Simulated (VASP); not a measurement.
# BN (F-43m) in VASP: a series of runs, part 3 of 3

VASP 6.6.1. Earlier steps stand in the parts before.

**5. Vibrations by perturbation theory, PBE**

This run uses another cell than the first one, of 5.97 Å³/atom, 0.983 times its volume.

Contents of INCAR:

```
ALGO = Normal ; EDIFF = 1E-8
ENCUT = 520 ; GGA = PE
IBRION = 8 ; ISIF = 2
ISMEAR = 0 ; LASPH = True
LCHARG = False ; LEPSILON = True
LREAL = False ; LWAVE = False
NELM = 100 ; NSW = 1
PREC = Accurate ; SIGMA = 0.01
```

Contents of KPOINTS:

```
k-points
0
Gamma
  12 12 12
```

Contents of POSCAR:

```
BN
1.0
    0.0000000000      1.8139785461      1.8139785461
    1.8139785461      0.0000000000      1.8139785461
    1.8139785461      1.8139785461      0.0000000000
B N
1 1
Direct
    0.0000000000      0.0000000000      0.0000000000
    0.7500000000      0.7500000000      0.7500000000
```

Potentials or basis: VASP PAW PBE potentials, release 64 (B, N).

The run is started by

```console
cat potpaw_PBE.64/B/POTCAR potpaw_PBE.64/N/POTCAR > POTCAR
mpirun -np 1 vasp_std > vasp.out
```

OUTCAR:

```text
EDIFF = 1E-8
   ENCUT = 520
   GGA = PE
   IBRION = 8
   ISIF = 2
   ISMEAR = 0
   LASPH = True
   LEPSILON = True
   LREAL = False
   NELM = 100
   NSW = 1
   PREC = Accurate

 ion  position               nearest neighbor table
   1  0.000  0.000  0.000-   2 1.57   2 1.57   2 1.57   2 1.57
   2  0.750  0.750  0.750-   1 1.57   1 1.57   1 1.57   1 1.57

  LATTYP: Found a face centered cubic cell.
 ALAT       =     3.6279570922

[... 591 lines left out ...]
      2.720968  2.720968  2.720968    -0.660072    0.000000    0.000000
[... 21 lines left out ...]
   6 f/i=    0.000649 THz     0.004081 2PiTHz    0.021664 cm-1     0.002686 meV
             X         Y         Z           dx          dy          dz
      0.000000  0.000000  0.000000     0.257698   -0.607628    0.008668
      2.720968  2.720968  2.720968     0.293276   -0.691517    0.009864

--------------------------------------------------------------------------------------------------------

 MACROSCOPIC STATIC DIELECTRIC TENSOR IONIC CONTRIBUTION
 ------------------------------------------------------
           2.348333     0.000000     0.000000
           0.000000     2.348333    -0.000000
           0.000000    -0.000000     2.348333
 ------------------------------------------------------

 ELASTIC MODULI CONTR FROM IONIC RELAXATION (kBar)
 Direction    XX          YY          ZZ          XY          YZ          ZX
 --------------------------------------------------------------------------------
 XX          -0.0000      0.0000      0.0000      0.0000     -0.0000      0.0000
 YY           0.0000     -0.0000      0.0000      0.0000      0.0000      0.0000
 ZZ           0.0000      0.0000     -0.0000     -0.0000      0.0000      0.0000
 XY           0.0000      0.0000     -0.0000     -8.7992      0.0000      0.0000
 YZ          -0.0000      0.0000      0.0000      0.0000     -8.7992      0.0000
 ZX           0.0000      0.0000      0.0000      0.0000      0.0000     -8.7992
 --------------------------------------------------------------------------------

 PIEZOELECTRIC TENSOR IONIC CONTR  for field in x, y, z        (C/m^2)
          XX          YY          ZZ          XY          YZ          ZX
  --------------------------------------------------------------------------------
  x    -0.00000     0.00000    -0.00000    -0.00000    -0.13526    -0.00000
  y    -0.00000     0.00000     0.00000     0.00000    -0.00000    -0.13526
  z    -0.00000     0.00000    -0.00000    -0.13526    -0.00000     0.00000
```

OSZICAR:

```text
N       E                     dE             d eps       ncg     rms          rms(c)
DAV:   1     0.908389956957E+01    0.90839E+01   -0.52872E+03  1192   0.993E+02
DAV:   2    -0.181940009175E+02   -0.27278E+02   -0.26487E+02  1624   0.171E+02
DAV:   3    -0.183993739187E+02   -0.20537E+00   -0.20537E+00  1264   0.187E+01
DAV:   4    -0.183996327350E+02   -0.25882E-03   -0.25882E-03  1664   0.558E-01
[... 139 lines left out ...]
RMM:   7    -0.230691602158E+00    0.54758E-05   -0.60474E-08  7398   0.920E-04    0.683E-05
RMM:   8    -0.230692091492E+00   -0.48933E-06   -0.11509E-08  6749   0.100E-04    0.324E-05
RMM:   9    -0.230691982867E+00    0.10862E-06    0.12286E-09  7627   0.592E-05    0.245E-06
RMM:  10    -0.230691977013E+00    0.58536E-08    0.73080E-10  6825   0.401E-06    0.976E-07
 Linear response finished
```

stdout:

```text
POSCAR found type information on POSCAR B N
 POSCAR found :  2 types and       2 ions
 scaLAPACK will be used
 LDA part: xc-table for (Slater+PW92), standard interpolation
 POSCAR, INCAR and KPOINTS ok, starting setup
 FFT: planning ... GRIDC
 FFT: planning ... GRID_SOFT
 FFT: planning ... GRID
 WAVECAR not read
 entering main loop
[... 23 lines left out ...]
  Direction:   3
 dielectric tensor                  component  3 :     0.400     0.664     4.617
 Linear response DOF=           2
 Linear response progress:
 first order change of Fermi-energy  -0.13805E-05
 force on displaced ion       1 direction 1 : -23.614   0.000   0.000
 Born effective charge ion    1 direction 1 :   1.913   0.000   0.000
 Linear response progress:
 first order change of Fermi-energy   0.27745E-03
 force on displaced ion       2 direction 1 : -23.612  -0.000  -0.000
 Born effective charge ion    2 direction 1 :  -1.912   0.000   0.000
 Born effective charges drift removed
 Linear response finished
```

It took 7 min on 1 thread of AMD EPYC 7R13, shared host; peak memory 0.15 GiB.

Results:

| Item | Value |
| --- | --- |
| Electronic dielectric tensor (diagonal) | 4.62 |
| Born charges (mean of the diagonal) | B +1.91; N -1.91 e |
| Highest phonon frequency at Γ, LO-TO splitting left out | 1026 cm⁻¹ |

Phonon frequencies in cm⁻¹ (negative: imaginary):
```csv
q point,frequencies
"(0.000, 0.000, 0.000)",0 0 0 1026 1026 1026
```

Electronic dielectric tensor:
```
4.62 0.00 0.00
0.00 4.62 0.00
0.00 0.00 4.62
```

Born effective charge tensors (e):
atom 1, B
```
1.91 0.00 0.00
0.00 1.91 0.00
0.00 0.00 1.91
```
atom 2, N
```
-1.91  0.00  0.00
 0.00 -1.91  0.00
 0.00  0.00 -1.91
```

**6. Vibrations by perturbation theory, PBE**

This run uses another cell than the first one, of 5.72 Å³/atom, 0.942 times its volume.

Contents of INCAR:

```
SYSTEM = BN
PREC = Accurate ; ENCUT = 520
EDIFF = 1E-8 ; ISMEAR = 0
SIGMA = 0.01 ; LREAL = .FALSE.
LASPH = .TRUE. ; NELM = 100
ALGO = Normal ; ISIF = 2
LWAVE = .FALSE. ; LCHARG = .FALSE.
GGA = PE ; IBRION = 8
NSW = 1 ; LEPSILON = .TRUE.
```

Contents of KPOINTS:

```
Automatic mesh
0
G
  12 12 12
  0 0 0
```

Contents of POSCAR:

```
BN
1.0
    0.0000000000      1.7883335366      1.7883335366
    1.7883335366      0.0000000000      1.7883335366
    1.7883335366      1.7883335366      0.0000000000
B N
1 1
Direct
    0.0000000000      0.0000000000      0.0000000000
    0.7500000000      0.7500000000      0.7500000000
```

Potentials or basis: VASP PAW PBE potentials, release 64 (B, N).

The run is started by

```console
cat potpaw_PBE.64/B/POTCAR potpaw_PBE.64/N/POTCAR > POTCAR
mpirun -np 1 vasp_std > vasp.out
```

OUTCAR:

```text
SYSTEM = BN
   PREC = Accurate
   ENCUT = 520
   EDIFF = 1E-8
   ISMEAR = 0
   LREAL = .FALSE.
   LASPH = .TRUE.
   NELM = 100
   ISIF = 2
   GGA = PE
   IBRION = 8
   NSW = 1
   LEPSILON = .TRUE.

 ion  position               nearest neighbor table
   1  0.000  0.000  0.000-   2 1.55   2 1.55   2 1.55   2 1.55
   2  0.750  0.750  0.750-   1 1.55   1 1.55   1 1.55   1 1.55

  LATTYP: Found a face centered cubic cell.
[... 593 lines left out ...]
      2.682500  2.682500  2.682500     0.000000   -0.660032    0.000000
[... 21 lines left out ...]
   6 f/i=    0.002410 THz     0.015145 2PiTHz    0.080401 cm-1     0.009968 meV
             X         Y         Z           dx          dy          dz
      0.000000  0.000000  0.000000     0.000000    0.000000   -0.660032
      2.682500  2.682500  2.682500     0.000000    0.000000   -0.751237

--------------------------------------------------------------------------------------------------------

 MACROSCOPIC STATIC DIELECTRIC TENSOR IONIC CONTRIBUTION
 ------------------------------------------------------
           2.163457     0.000000    -0.000000
          -0.000000     2.163457     0.000000
          -0.000000     0.000000     2.163457
 ------------------------------------------------------

 ELASTIC MODULI CONTR FROM IONIC RELAXATION (kBar)
 Direction    XX          YY          ZZ          XY          YZ          ZX
 --------------------------------------------------------------------------------
 XX          -0.0000     -0.0000     -0.0000      0.0000      0.0000     -0.0000
 YY          -0.0000     -0.0000     -0.0000      0.0000      0.0000     -0.0000
 ZZ          -0.0000     -0.0000     -0.0000     -0.0000      0.0000     -0.0000
 XY           0.0000      0.0000     -0.0000    -60.6113      0.0000     -0.0000
 YZ           0.0000      0.0000      0.0000      0.0000    -60.6113      0.0000
 ZX          -0.0000      0.0000     -0.0000     -0.0000     -0.0000    -60.6113
 --------------------------------------------------------------------------------

 PIEZOELECTRIC TENSOR IONIC CONTR  for field in x, y, z        (C/m^2)
          XX          YY          ZZ          XY          YZ          ZX
  --------------------------------------------------------------------------------
  x     0.00000     0.00000     0.00000     0.00000    -0.34074     0.00000
  y    -0.00000     0.00000    -0.00000    -0.00000    -0.00000    -0.34074
  z     0.00000     0.00000    -0.00000    -0.34074     0.00000    -0.00000
```

OSZICAR:

```text
N       E                     dE             d eps       ncg     rms          rms(c)
DAV:   1     0.859760281976E+01    0.85976E+01   -0.53299E+03  1200   0.100E+03
DAV:   2    -0.182698439379E+02   -0.26867E+02   -0.25845E+02  1608   0.174E+02
DAV:   3    -0.184430871193E+02   -0.17324E+00   -0.17324E+00  1328   0.176E+01
DAV:   4    -0.184432372666E+02   -0.15015E-03   -0.15015E-03  1616   0.455E-01
[... 138 lines left out ...]
RMM:   7    -0.231620961383E+00    0.53126E-05   -0.80447E-08  7419   0.897E-04    0.717E-05
RMM:   8    -0.231621391849E+00   -0.43047E-06   -0.13917E-08  6720   0.995E-05    0.322E-05
RMM:   9    -0.231621269677E+00    0.12217E-06    0.69760E-10  7652   0.566E-05    0.233E-06
RMM:  10    -0.231621261373E+00    0.83037E-08    0.10962E-09  6827   0.390E-06    0.876E-07
 Linear response finished
```

Run time: 4.8 min. Hardware: 1 thread of AMD EPYC 7R13, shared host; peak memory 0.15 GiB.

What came out:

* Electronic dielectric tensor (diagonal): 4.58
* Born charges (mean of the diagonal): B +1.89; N -1.89 e
* Highest phonon frequency at Γ, LO-TO splitting left out: 1080 cm⁻¹

Phonon frequencies in cm⁻¹ (negative: imaginary):
```
              q point           frequencies
(0.000, 0.000, 0.000)  0 0 0 1080 1080 1080
```

Electronic dielectric tensor:
```
4.58 0.00 0.00
0.00 4.58 0.00
0.00 0.00 4.58
```

Born effective charge tensors (e):
atom 1, B
```
1.89 0.00 0.00
0.00 1.89 0.00
0.00 0.00 1.89
```
atom 2, N
```
-1.89  0.00  0.00
 0.00 -1.89  0.00
 0.00  0.00 -1.89
```

Caveat: the cell wasn't relaxed at this level first, which shifts response properties.
